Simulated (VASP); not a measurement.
# KF (Fm-3m) in VASP: notebook

The runs below take KF through single point, with PBE-based screened hybrid with 50 % exact exchange, PBE-based screened hybrid with 10 % exact exchange.

All numbers are computed with VASP 6.6.1; they aren't measurements. Logs are shortened: lines on timing, memory, paths and dates and some standing lists are left out, and cuts for length are marked.

### 1 The cell of the first run

Symmetry: Fm-3m, No. 225, cubic system. The conventional cell has a = 5.344 Å, b = 5.344 Å, c = 5.344 Å, α = 90.00°, β = 90.00°, γ = 90.00°. K (site symmetry m-3m) has 6 F at 2.67 Å within 3.5 Å. Within 3.5 Å of F (site symmetry m-3m) lie 6 K at 2.67 Å.

### 2 Single point, PBE-based screened hybrid with 50 % exact exchange

POSCAR

```
KF
1.0
    0.0000000000      2.6718500000      2.6718500000
    2.6718500000      0.0000000000      2.6718500000
    2.6718500000      2.6718500000      0.0000000000
K F
1 1
Direct
    0.0000000000      0.0000000000      0.0000000000
    0.5000000000      0.5000000000      0.5000000000
```

INCAR.step1

```
ALGO = Normal
EDIFF = 1E-5
ENCUT = 520
GGA = PE
ISIF = 2
ISMEAR = -1
LASPH = True
LCHARG = False
LREAL = False
LWAVE = True
NBANDS = 15
NELM = 60
PREC = Accurate
SIGMA = 0.05
```

INCAR.step2

```
AEXX = 0.5
ALGO = Normal
EDIFF = 1E-6
ENCUT = 520
GGA = PE
HFSCREEN = 0.2078699
ISIF = 2
ISMEAR = -1
ISTART = 1
LASPH = True
LCHARG = False
LHFCALC = True
LREAL = False
LWAVE = False
NBANDS = 15
NELM = 60
PREC = Accurate
PRECFOCK = Normal
SIGMA = 0.05
```

KPOINTS

```
k-points
0
Gamma
  5 5 5
```

Potentials or basis: VASP PAW PBE potentials, release 64 (K_sv, F).

Launch:

```console
> cat potpaw_PBE.64/K_sv/POTCAR potpaw_PBE.64/F/POTCAR > POTCAR
> cp INCAR.step1 INCAR
> mpirun -np 1 vasp_std > vasp.out
> cp INCAR.step2 INCAR
> mpirun -np 1 vasp_std > vasp.out
```

OUTCAR:

```text
AEXX = 0.5
   EDIFF = 1E-6
   ENCUT = 520
   GGA = PE
   HFSCREEN = 0.2078699
   ISIF = 2
   ISMEAR = -1
   ISTART = 1
   LASPH = True
   LHFCALC = True
   LREAL = False
   NELM = 60
   PREC = Accurate
   PRECFOCK = Normal

 ion  position               nearest neighbor table
   1  0.000  0.000  0.000-   2 2.67   2 2.67   2 2.67   2 2.67   2 2.67   2 2.67
   2  0.500  0.500  0.500-   1 2.67   1 2.67   1 2.67   1 2.67   1 2.67   1 2.67

  LATTYP: Found a face centered cubic cell.
 ALAT       =     5.3437000000

  Lattice vectors:

 A1 = (   0.0000000000,   2.6718500000,   2.6718500000)
 A2 = (   2.6718500000,   0.0000000000,   2.6718500000)
 A3 = (   2.6718500000,   2.6718500000,   0.0000000000)

Analysis of symmetry for initial positions (statically):
=====================================================================
 Subroutine PRICEL returns:
 Original cell was already a primitive cell.

 Routine SETGRP: Setting up the symmetry group for a
 face centered cubic supercell.

 Subroutine GETGRP returns: Found 48 space group operations
 (whereof 48 operations were pure point group operations)
 out of a pool of 48 trial point group operations.

The static configuration has the point symmetry O_h .

Analysis of symmetry for dynamics (positions and initial velocities):
=====================================================================
 Subroutine PRICEL returns:
 Original cell was already a primitive cell.

 Routine SETGRP: Setting up the symmetry group for a
 face centered cubic supercell.

 Subroutine GETGRP returns: Found 48 space group operations
 (whereof 48 operations were pure point group operations)
 out of a pool of 48 trial point group operations.

The dynamic configuration has the point symmetry O_h .

 Subroutine INISYM returns: Found 48 space group operations
 (whereof 48 operations are pure point group operations),
 and found     1 'primitive' translations

----------------------------------------------------------------------------------------

                                     Primitive cell

  volume of cell :      38.1475

  direct lattice vectors                    reciprocal lattice vectors
     0.000000000  2.671850000  2.671850000    -0.187136254  0.187136254  0.187136254
     2.671850000  0.000000000  2.671850000     0.187136254 -0.187136254  0.187136254
     2.671850000  2.671850000  0.000000000     0.187136254  0.187136254 -0.187136254

  length of vectors
     3.778566507  3.778566507  3.778566507     0.324129500  0.324129500  0.324129500

  position of ions in fractional coordinates (direct lattice)
     0.000000000  0.000000000  0.000000000
     0.500000000  0.500000000  0.500000000

  ion indices of the primitive-cell ions
   primitive index   ion index
                 1           1
                 2           2

----------------------------------------------------------------------------------------

 KPOINTS: k-points

Automatic generation of k-mesh.
 Grid dimensions read from file:
 generate k-points for:    5    5    5

 Generating k-lattice:

  Cartesian coordinates                     Fractional coordinates (reciprocal lattice)
    -0.037427251  0.037427251  0.037427251     0.200000000  0.000000000  0.000000000
     0.037427251 -0.037427251  0.037427251     0.000000000  0.200000000  0.000000000
     0.037427251  0.037427251 -0.037427251     0.000000000  0.000000000  0.200000000

  Length of vectors
     0.064825900  0.064825900  0.064825900

  Shift w.r.t. Gamma in fractional coordinates (k-lattice)
     0.000000000  0.000000000  0.000000000

 Subroutine IBZKPT returns following result:
 ===========================================

 Found     10 irreducible k-points:

 Following reciprocal coordinates:
            Coordinates               Weight
  0.000000  0.000000  0.000000      1.000000
  0.200000  0.000000  0.000000      8.000000
  0.400000  0.000000  0.000000      8.000000
  0.200000  0.200000  0.000000      6.000000
  0.400000  0.200000  0.000000     24.000000
 -0.400000  0.200000  0.000000     24.000000
 -0.200000  0.200000  0.000000     12.000000
  0.400000  0.400000  0.000000      6.000000
 -0.400000  0.400000  0.000000     12.000000
 -0.400000  0.400000  0.200000     24.000000
   k-points           NKPTS =     10   k-points in BZ     NKDIM =    125   number of bands    NBANDS=     15
   number of dos      NEDOS =    301   number of ions     NIONS =      2
   total plane-waves  NPLWV =  21952
   dimension x,y,z NGX =    28 NGY =   28 NGZ =   28
   dimension x,y,z NGXF=    56 NGYF=   56 NGZF=   56
   ions per type =               1   1
   NGX,Y,Z   is equivalent  to a cutoff of  12.32, 12.32, 12.32 a.u.
   NGXF,Y,Z  is equivalent  to a cutoff of  24.64, 24.64, 24.64 a.u.
 SYSTEM =  unknown system
   PREC   = accura    normal or accurate (medium, high low for compatibility)
   ISTART =      1    job   : 0-new  1-cont  2-samecut
   ICHARG =      0    charge: 1-file 2-atom 10-const
   ISPIN  =      1    spin polarized calculation?
   LNONCOLLINEAR =      F non collinear calculations
   LSORBIT =      F    spin-orbit coupling
   LASPH  =      T    aspherical Exc in radial PAW
   ENCUT  =  520.0 eV  38.22 Ry    6.18 a.u.   7.03  7.03  7.03*2*pi/ulx,y,z
   NELM   =     60;   NELMIN=  2; NELMDL=  0     # of ELM steps
   EDIFF  = 0.1E-05   stopping-criterion for ELM
   LREAL  =      F    real-space projection
   EDIFFG = 0.1E-04   stopping-criterion for IOM
   NSW    =      0    number of steps for IOM
   IBRION =     -1    ionic relax: 0-MD 1-quasi-New 2-CG
   NFREE  =      0    steps in history (QN), initial steepest desc. (CG)
   ISIF   =      2    stress and relaxation
   ISYM   =      3    0-nonsym 1-usesym 2-fastsym
   POTIM  = 0.5000    time-step for ionic-motion
   TEBEG  =    0.0;   TEEND  =   0.0 temperature during run
   PSTRESS=    0.0 pullay stress
   NELECT =      16.0000    total number of electrons
   NUPDOWN=      -1.0000    fix difference up-down
   EMIN   =  10.00;   EMAX   =-10.00  energy-range for DOS
   EFERMI =   0.00;   METHOD = LEGACY
   ISMEAR =    -1;   SIGMA  =   0.05  broadening in eV -4-tet -1-fermi 0-gaus
   EFERMI_NEDOS =   21; number of points for ismear=-14 and -15
   IALGO  =     38    algorithm
   IMIX   =      1    mixing-type and parameters
     AMIX     =   0.40;   BMIX     =  1.00
     AMIX_MAG =   1.60;   BMIX_MAG =  1.00
  volume/ion in A,a.u.               =      19.07       128.72
  Fermi-wavevector in a.u.,A,eV,Ry     =   1.225442  2.315750 20.431978  1.501708
  Thomas-Fermi vector in A             =   2.360480
   LORBIT       =      0    0 simple, 1 ext, 2 COOP (PROOUT), +10 PAW based schemes
   GGA     = PE    functional components
   LHFCALC =     T    Hartree Fock is set to
   PRECFOCK=normal    Normal, Fast or Accurate (Low or Medium for compatibility)
   ENCUT4O =  -1.0   cutoff for four orbital integrals eV
   NKREDX  =     1    reduce k-point grid by
   NKREDY  =     1    reduce k-point grid by
   NKREDZ  =     1    reduce k-point grid by
   AEXX    =    0.5000 exact exchange contribution
   HFSCREEN=    0.2079 screening length (either q_TF or 0.3 A-1)
   HFSCREENC=   0.2079 screening length for correlation (either q_TF or 0.3 A-1)
   ENCUTFOCK=  -1.0 apply spherical cutoff to Coloumb kernel
   IVDW    =     0    specifies the selected vdW correction
   LEPSILON=     F    determine dielectric tensor
   LRPA    =     F    only Hartree local field effects (RPA)
 non-spin polarized calculation
  energy-cutoff  :      520.00
  volume of cell :       38.15
 maximum number of plane-waves:      1032
  NGX = 24; NGY = 24; NGZ = 24

 number of electron      16.0000002 magnetization

 Free energy of the ion-electron system (eV)
  ---------------------------------------------------
  ext. energy  EPLUGINS =         0.00000000
  ---------------------------------------------------
  free energy    TOTEN  =       -11.71716895 eV

  energy without entropy =      -11.71716895  energy(sigma->0) =      -11.71716895

 E-fermi :  -4.7808     XC(G=0):  -5.4935

 val. band max:       -6.0488359083   @ k =   0.0000   0.0000   0.0000
 cond. band min:       4.1850346408   @ k =   0.0000   0.0000   0.0000
 fundamental gap:     10.2338705491
 Fermi energy:        -4.7808223957

 k-point     1 :       0.0000    0.0000    0.0000
  band No.  band energies     occupation
      1     -35.1222      2.00000
      2     -27.7749      2.00000
      3     -15.6571      2.00000
      4     -15.6571      2.00000
      5     -15.6571      2.00000
      6      -6.0488      2.00000
      7      -6.0488      2.00000
      8      -6.0488      2.00000
      9       4.1850      0.00000
     10       9.3408      0.00000
     11       9.3408      0.00000
     12       9.3408      0.00000
     13      11.3557      0.00000
     14      11.3557      0.00000
     15      14.8089      0.00000

 k-point     2 :       0.2000    0.0000    0.0000
  band No.  band energies     occupation
      1     -35.0856      2.00000
      2     -27.8066      2.00000
      3     -15.7502      2.00000
      4     -15.6662      2.00000
      5     -15.6662      2.00000
      6      -6.3391      2.00000
      7      -6.1718      2.00000
      8      -6.1718      2.00000
      9       5.2428      0.00000
     10       8.6694      0.00000
     11       9.9140      0.00000
     12       9.9140      0.00000
     13      11.7783      0.00000
     14      11.7783      0.00000
     15      16.7957      0.00000

 k-point     3 :       0.4000    0.0000    0.0000
  band No.  band energies     occupation
      1     -35.0254      2.00000
      2     -27.8584      2.00000
      3     -15.9002      2.00000
      4     -15.6805      2.00000
      5     -15.6805      2.00000
      6      -6.7505      2.00000
      7      -6.3655      2.00000
      8      -6.3655      2.00000
      9       7.0866      0.00000
     10       8.5161      0.00000
     11      10.8631      0.00000
     12      10.8631      0.00000
     13      13.1632      0.00000
     14      13.1632      0.00000
     15      16.0051      0.00000

 k-point     4 :       0.2000    0.2000    0.0000
  band No.  band energies     occupation
      1     -35.0750      2.00000
      2     -27.8057      2.00000
      3     -15.7362      2.00000
      4     -15.7362      2.00000
      5     -15.7265      2.00000
      6      -6.4713      2.00000
      7      -6.0810      2.00000
      8      -6.0810      2.00000
      9       5.4951      0.00000
     10       7.9522      0.00000
     11      10.4553      0.00000
     12      10.4553      0.00000
     13      11.6440      0.00000
     14      11.8110      0.00000
     15      17.4599      0.00000
[... 55 lines left out ...]
 k-point     8 :       0.4000    0.4000    0.0000
  band No.  band energies     occupation
      1     -35.0050      2.00000
      2     -27.8068      2.00000
      3     -16.1532      2.00000
      4     -15.8661      2.00000
      5     -15.8661      2.00000
      6      -6.3342      2.00000
      7      -6.0968      2.00000
      8      -6.0968      2.00000
      9       6.6133      0.00000
     10       8.0588      0.00000
     11      10.6551      0.00000
     12      12.7096      0.00000
     13      12.8879      0.00000
     14      12.8880      0.00000
     15      15.6708      0.00000

 k-point     9 :      -0.4000    0.4000    0.0000
  band No.  band energies     occupation
      1     -34.9924      2.00000
      2     -27.8170      2.00000
      3     -16.1906      2.00000
      4     -15.8958      2.00000
      5     -15.8375      2.00000
      6      -6.2886      2.00000
      7      -6.2158      2.00000
      8      -6.1953      2.00000
      9       6.9733      0.00000
     10       9.3150      0.00000
     11       9.5552      0.00000
     12      12.8743      0.00000
     13      13.1064      0.00000
     14      13.6869      0.00000
     15      14.6553      0.00000

 k-point    10 :      -0.4000    0.4000    0.2000
  band No.  band energies     occupation
      1     -34.9973      2.00000
      2     -27.8292      2.00000
      3     -16.0501      2.00000
      4     -15.9906      2.00000
      5     -15.7407      2.00000
      6      -6.4720      2.00000
      7      -6.2824      2.00000
      8      -6.1611      2.00000
      9       7.6395      0.00000
     10       8.1972      0.00000
     11      10.1741      0.00000
     12      12.5940      0.00000
     13      12.7820      0.00000
     14      13.8367      0.00000
     15      14.6593      0.00000

------------------------ aborting loop because EDIFF is reached ----------------------------------------

  FORCE on cell =-STRESS in cart. coord.  units (eV):
  Direction    XX          YY          ZZ          XY          YZ          ZX
  --------------------------------------------------------------------------------------
  -------------------------------------------------------------------------------------
  Total       -0.0696721     -0.0696721     -0.0696721     -0.0000000      0.0000000      0.0000000
  in kB       -2.9261954     -2.9261954     -2.9261954     -0.0000000      0.0000000      0.0000000
  external PRESSURE =      -2.9261954 kB  Pullay stress =       0.0000000 kB

 VOLUME and BASIS-vectors are now :
 -----------------------------------------------------------------------------
  energy-cutoff  :      520.00
  volume of cell :       38.15
      direct lattice vectors                 reciprocal lattice vectors
     0.000000000  2.671850000  2.671850000    -0.187136254  0.187136254  0.187136254
     2.671850000  0.000000000  2.671850000     0.187136254 -0.187136254  0.187136254
     2.671850000  2.671850000  0.000000000     0.187136254  0.187136254 -0.187136254

 POSITION                                       TOTAL-FORCE (eV/Angst)
 -----------------------------------------------------------------------------------
      0.00000      0.00000      0.00000         0.000000      0.000000     -0.000000
      2.67185      2.67185      2.67185         0.000000      0.000000      0.000000
 -----------------------------------------------------------------------------------
    total drift:                               -0.000000     -0.000000      0.000000

  FREE ENERGIE OF THE ION-ELECTRON SYSTEM (eV)
  ---------------------------------------------------
  free  energy   TOTEN  =       -11.7171689456 eV

  energy  without entropy=      -11.7171689456  energy(sigma->0) =      -11.71716895
```

Run time: 5.5 min. Hardware: 1 thread of Intel Xeon 6975P-C (Granite Rapids), shared host; peak memory 0.27 GiB.

What came out:

```yaml
Free_energy: -11.7172 eV
Pressure: -0.3 GPa
Band_gap_on_the_k_mesh: 10.23 eV
```

Caveat: the PAW data sets were made with another functional, which shifts forces and pressure a little.

### 3 Single point, PBE-based screened hybrid with 10 % exact exchange

POSCAR is that of step 2.

INCAR.step1

```
SYSTEM = KF
ALGO = Normal ; EDIFF = 1E-5
ENCUT = 520 ; GGA = PE
ISIF = 2 ; ISMEAR = -1
LASPH = .True. ; LCHARG = .False.
LREAL = .False. ; LWAVE = .True.
NBANDS = 15 ; NELM = 60
PREC = Accurate ; SIGMA = 0.05
```

INCAR.step2

```
SYSTEM = KF
AEXX = 0.1 ; ALGO = Normal
EDIFF = 1E-7 ; ENCUT = 520
GGA = PE ; HFSCREEN = 0.2
ISIF = 2 ; ISMEAR = -1
ISTART = 1 ; LASPH = .True.
LCHARG = .False. ; LHFCALC = .True.
LREAL = .False. ; LWAVE = .False.
NBANDS = 15 ; NELM = 60
PREC = Accurate ; PRECFOCK = Normal
SIGMA = 0.05
```

KPOINTS

```
k-points
0
Gamma
  5 5 5
  0 0 0
```

Potentials or basis: VASP PAW PBE potentials, release 64 (K_sv, F).

Launch:

```console
> cat potpaw_PBE.64/K_sv/POTCAR potpaw_PBE.64/F/POTCAR > POTCAR
> cp INCAR.step1 INCAR
> mpirun -np 1 vasp_std > vasp.out
> cp INCAR.step2 INCAR
> mpirun -np 1 vasp_std > vasp.out
```

Wall time 15 min (1 thread of AMD EPYC 7R43 (Zen 3), shared host); peak memory 0.24 GiB.

It converged, with:

```yaml
Free_energy: -8.9569 eV
Pressure: 1.1 GPa
Band_gap_on_the_k_mesh: 6.96 eV
```

Levels at points of the mesh, in eV from the valence-band top:
```tsv
k point	band 4	band 5	band 6	band 7	band 8	band 9	band 10	band 11	band 12	band 13
(0.00, 0.00, 0.00)	-9.46	-9.46	0.00	0.00	0.00	6.96	11.62	11.62	11.62	13.35
```

Caveat: the PAW data sets were made with another functional, which shifts forces and pressure a little.
